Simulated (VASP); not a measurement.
# AlN (I4/mmm) in VASP: notebook, part 2 of 2

VASP 6.6.1. Earlier steps stand in the parts before.

## Step 6: Single point, r2SCAN (epitaxial xy strain +3.0%)

POSCAR

```
AlN
1.0
    0.0000000000      2.0794345057      1.9759146328
    2.0794345057      0.0000000000      1.9759146328
    2.0794345057      2.0794345057      0.0000000000
Al N
1 1
Direct
    0.0000000000      0.0000000000      0.0000000000
    0.5000000000      0.5000000000      0.5000000000
```

INCAR.step1

```
PREC = Accurate
ENCUT = 520
ISMEAR = 0
SIGMA = 0.01
LREAL = F
LASPH = T
NELM = 80
NBANDS = 11
GGA = PE
ALGO = Normal
EDIFF = 1E-4
LWAVE = T
LCHARG = F
```

INCAR.step2

```
PREC = Accurate
ENCUT = 520
EDIFF = 1E-7
ISMEAR = 0
SIGMA = 0.01
LREAL = F
LASPH = T
NELM = 80
ALGO = Normal
ISIF = 2
LWAVE = F
LCHARG = F
METAGGA = R2SCAN
LMIXTAU = T
NBANDS = 11
ISTART = 1
```

KPOINTS

```
Automatic mesh
0
Gamma
  10 10 10
```

Potentials or basis: VASP PAW PBE potentials, release 64 (Al, N).

The run is started by

```
$ cat potpaw_PBE.64/Al/POTCAR potpaw_PBE.64/N/POTCAR > POTCAR
$ cp INCAR.step1 INCAR
$ mpirun -np 1 vasp_std > vasp.out
$ cp INCAR.step2 INCAR
$ mpirun -np 1 vasp_std > vasp.out
```

Wall time 27 s (1 thread of Intel Xeon 6975P-C (Granite Rapids), shared host); peak memory 0.15 GiB.

It converged, with:

```
Free energy            : -18.8524 eV
Pressure               : -9.2 GPa
Band gap on the k mesh : 4.78 eV, indirect (least direct gap 5.85 eV)
```

Stress tensor (GPa, compression positive):
```
-13.46   0.00   0.00
  0.00 -13.46   0.00
  0.00   0.00  -0.59
```

Levels at points of the mesh, in eV from the valence-band top:
```tsv
k point	band 1	band 2	band 3	band 4	band 5	band 6	band 7	band 8	band 9
(0.00, 0.00, 0.00)	-18.23	-0.41	0.00	0.00	5.85	12.47	12.47	13.17	17.36
(0.50, 0.00, 0.00)	-15.12	-8.35	-1.32	-1.15	6.49	10.93	12.24	13.94	17.00
(0.50, 0.50, 0.00)	-13.95	-7.30	-3.19	-3.19	4.78	5.59	15.25	17.68	17.68
(0.50, 0.00, 0.50)	-14.34	-7.52	-3.14	-2.47	5.20	6.09	14.58	17.36	19.07
```

Caveat: the cell differs from its parent crystal (epitaxial xy strain +3.0%); the PAW data sets were made with another functional, which shifts forces and pressure a little. A k mesh can miss the band edges.

## Step 7: Single point, r2SCAN (epitaxial xy strain +4.0%)

POSCAR

```
AlN
1.0
    0.0000000000      2.0996231902      1.9631719216
    2.0996231902      0.0000000000      1.9631719216
    2.0996231902      2.0996231902      0.0000000000
Al N
1 1
Direct
    0.0000000000      0.0000000000      0.0000000000
    0.5000000000      0.5000000000      0.5000000000
```

INCAR.step1

```
  ALGO = Normal
  EDIFF = 1E-4
  ENCUT = 520
  GGA = PE
  ISMEAR = 0
  LASPH = T
  LCHARG = F
  LREAL = F
  LWAVE = T
  NBANDS = 11
  NELM = 60
  PREC = Accurate
  SIGMA = 0.01
```

INCAR.step2

```
  ALGO = Normal
  EDIFF = 1E-7
  ENCUT = 520
  ISIF = 2
  ISMEAR = 0
  ISTART = 1
  LASPH = T
  LCHARG = T
  LELF = T
  LMIXTAU = T
  LREAL = F
  LVHAR = T
  LWAVE = F
  METAGGA = R2SCAN
  NBANDS = 11
  NELM = 60
  PREC = Accurate
  SIGMA = 0.01
```

KPOINTS

```
k-points
0
Gamma
  10 10 10
```

Potentials or basis: VASP PAW PBE potentials, release 64 (Al, N).

The run is started by

```
$ cat potpaw_PBE.64/Al/POTCAR potpaw_PBE.64/N/POTCAR > POTCAR
$ cp INCAR.step1 INCAR
$ mpirun -np 1 vasp_std > vasp.out
$ cp INCAR.step2 INCAR
$ mpirun -np 1 vasp_std > vasp.out
```

OUTCAR:

```text
EDIFF = 1E-7
   ENCUT = 520
   ISIF = 2
   ISMEAR = 0
   ISTART = 1
   LASPH = T
   LREAL = F
   METAGGA = R2SCAN
   NELM = 60
   PREC = Accurate

 ion  position               nearest neighbor table
   1  0.000  0.000  0.000-   2 1.96   2 1.96   2 2.10   2 2.10   2 2.10   2 2.10
   2  0.500  0.500  0.500-   1 1.96   1 1.96   1 2.10   1 2.10   1 2.10   1 2.10

  LATTYP: Found a body centered tetragonal cell.
 ALAT       =     2.9693155915
 C/A-ratio  =     1.3223060070

  Lattice vectors:

 A1 = (   0.0000000000,  -2.0996231902,  -1.9631719216)
 A2 = (   0.0000000000,   2.0996231902,  -1.9631719216)
 A3 = (   2.0996231902,   0.0000000000,   1.9631719216)

Analysis of symmetry for initial positions (statically):
=====================================================================
 Subroutine PRICEL returns:
 Original cell was already a primitive cell.

 Routine SETGRP: Setting up the symmetry group for a
 body centered tetragonal supercell.

 Subroutine GETGRP returns: Found 16 space group operations
 (whereof 16 operations were pure point group operations)
 out of a pool of 16 trial point group operations.

The static configuration has the point symmetry D_4h.

Analysis of symmetry for dynamics (positions and initial velocities):
[... 164 lines left out ...]
 fundamental gap:      4.5663261136
 Fermi energy:         9.4433387822

 k-point     1 :       0.0000    0.0000    0.0000
  band No.  band energies     occupation
      1      -8.8112      2.00000
      2       8.8068      2.00000
      3       9.3493      2.00000
      4       9.3493      2.00000
      5      14.9484      0.00000
      6      21.6874      0.00000
      7      21.6874      0.00000
      8      22.6013      0.00000
      9      26.3186      0.00000
     10      27.6615      0.00000
     11      27.8165      0.00000
[... 309 lines left out ...]
 k-point    24 :       0.4000    0.3000    0.0000
  band No.  band energies     occupation
      1      -5.7155      2.00000
      2       3.3207      2.00000
      3       6.3184      2.00000
      4       6.6666      2.00000
      5      15.6984      0.00000
      6      16.4393      0.00000
      7      22.4385      0.00000
      8      24.8621      0.00000
      9      25.8123      0.00000
     10      31.1293      0.00000
     11      35.1181      0.00000

 [... further k-points ...]
[... 5 lines left out ...]
  --------------------------------------------------------------------------------------
  -------------------------------------------------------------------------------------
  Total       -1.7984715     -1.7984715     -0.0560690      0.0000000     -0.0000000     -0.0000000
  in kB     -166.4727227   -166.4727227     -5.1899364      0.0000000     -0.0000000     -0.0000000
  external PRESSURE =    -112.7117939 kB  Pullay stress =       0.0000000 kB

 VOLUME and BASIS-vectors are now :
 -----------------------------------------------------------------------------
  energy-cutoff  :      520.00
  volume of cell :       17.31
      direct lattice vectors                 reciprocal lattice vectors
     0.000000000  2.099623190  1.963171922    -0.238137968  0.238137968  0.254689869
     2.099623190  0.000000000  1.963171922     0.238137968 -0.238137968  0.254689869
     2.099623190  2.099623190  0.000000000     0.238137968  0.238137968 -0.254689869

 POSITION                                       TOTAL-FORCE (eV/Angst)
 -----------------------------------------------------------------------------------
      0.00000      0.00000      0.00000         0.000000      0.000000     -0.000000
      2.09962      2.09962      1.96317         0.000000      0.000000      0.000000
 -----------------------------------------------------------------------------------
    total drift:                               -0.000000     -0.000000      0.000000

  FREE ENERGIE OF THE ION-ELECTRON SYSTEM (eV)
  ---------------------------------------------------
  free  energy   TOTEN  =       -18.8217594901 eV

  energy  without entropy=      -18.8217594901  energy(sigma->0) =      -18.82175949
```

OUTCAR.step1:

```text
EDIFF = 1E-4
   ENCUT = 520
   GGA = PE
   ISMEAR = 0
   LASPH = T
[... 558 lines left out ...]
 -----------------------------------------------------------------------------------
      0.00000      0.00000      0.00000         0.000000     -0.000000     -0.000000
      2.09962      2.09962      1.96317        -0.000000      0.000000      0.000000
 -----------------------------------------------------------------------------------
    total drift:                               -0.000000     -0.000000      0.000000

  FREE ENERGIE OF THE ION-ELECTRON SYSTEM (eV)
  ---------------------------------------------------
  free  energy   TOTEN  =       -14.4987043740 eV

  energy  without entropy=      -14.4987043740  energy(sigma->0) =      -14.49870437
```

OSZICAR.step1:

```text
N       E                     dE             d eps       ncg     rms          rms(c)
DAV:   1     0.103156019527E+02    0.10316E+02   -0.39317E+03  2340   0.614E+02
DAV:   2    -0.154886775866E+02   -0.25804E+02   -0.24539E+02  2720   0.138E+02
DAV:   3    -0.162400754223E+02   -0.75140E+00   -0.74929E+00  2713   0.214E+01
DAV:   4    -0.162433683570E+02   -0.32929E-02   -0.32927E-02  2535   0.151E+00
DAV:   5    -0.162433963755E+02   -0.28018E-04   -0.28018E-04  2684   0.136E-01    0.751E+00
DAV:   6    -0.145174687845E+02    0.17259E+01   -0.78416E+00  2490   0.146E+01    0.261E+00
DAV:   7    -0.145057857038E+02    0.11683E-01   -0.16350E-01  2460   0.305E+00    0.175E+00
DAV:   8    -0.144990579870E+02    0.67277E-02   -0.17522E-02  2403   0.116E+00    0.344E-01
DAV:   9    -0.144986439358E+02    0.41405E-03   -0.17100E-03  2571   0.246E-01    0.149E-01
DAV:  10    -0.144987043740E+02   -0.60438E-04   -0.14573E-04  1551   0.899E-02
   1 F= -.14498704E+02 E0= -.14498704E+02  d E =-.500311-133
```

Run time: 26 s. Hardware: 1 thread of Intel Xeon 6975P-C (Granite Rapids), shared host; peak memory 0.14 GiB.

What came out:

```
Free energy            : -18.8218 eV
Pressure               : -11.3 GPa
Band gap on the k mesh : 4.57 eV, indirect (least direct gap 5.60 eV)
```

Levels at points of the mesh, in eV from the valence-band top:
```
           k point  band 1  band 2  band 3  band 4  band 5  band 6  band 7  band 8
(0.00, 0.00, 0.00)  -18.16   -0.54    0.00    0.00    5.60   12.34   12.34   13.25
(0.50, 0.00, 0.00)  -15.11   -8.31   -1.37   -1.15    6.32   10.62   12.37   13.67
(0.50, 0.50, 0.00)  -13.88   -7.21   -3.27   -3.27    4.57    5.48   15.18   17.33
(0.50, 0.00, 0.50)  -14.38   -7.49   -3.21   -2.33    5.10    6.14   14.30   16.93
```

Caveat: the cell differs from its parent crystal (epitaxial xy strain +4.0%); the PAW data sets were made with another functional, which shifts forces and pressure a little. A k mesh can miss the band edges.

## Step 8: Overview

```csv
level,cell,k mesh,smearing,gap on the mesh (eV),pressure (GPa)
PBE,"a = 2.868, b = 2.868, c = 2.941 Å, angles 59.2, 59.2, 61.7°, 2 atoms",6 × 6 × 6,gaussian 0.01 eV,3.91,-2.3
PBE,"a = 2.874, b = 2.874, c = 2.969 Å, angles 58.9, 58.9, 62.2°, 2 atoms",6 × 6 × 6,gaussian 0.01 eV,3.71,-4.5
PBE,"a = 2.868, b = 2.868, c = 2.941 Å, angles 59.2, 59.2, 61.7°, 2 atoms",10 × 10 × 10,fermi-dirac 0.02 eV,3.92,-2.3
PBE,"a = 2.874, b = 2.874, c = 2.969 Å, angles 58.9, 58.9, 62.2°, 2 atoms",10 × 10 × 10,fermi-dirac 0.02 eV,3.71,-4.5
r2SCAN,"a = 2.868, b = 2.868, c = 2.941 Å, angles 59.2, 59.2, 61.7°, 2 atoms",10 × 10 × 10,gaussian 0.01 eV,4.78,-9.2
r2SCAN,"a = 2.874, b = 2.874, c = 2.969 Å, angles 58.9, 58.9, 62.2°, 2 atoms",10 × 10 × 10,gaussian 0.01 eV,4.57,-11.3
```

Alike in all rows: task single point; potentials or basis VASP PAW PBE potentials, release 64 (Al, N); no spin polarisation; cutoff (eV) 520.

Caveats: some runs use coarse meshes; the PAW data sets were made with another functional, which shifts forces and pressure a little (some runs).

Total energies depend on the potentials used, so only differences within one code and one set of settings carry meaning.
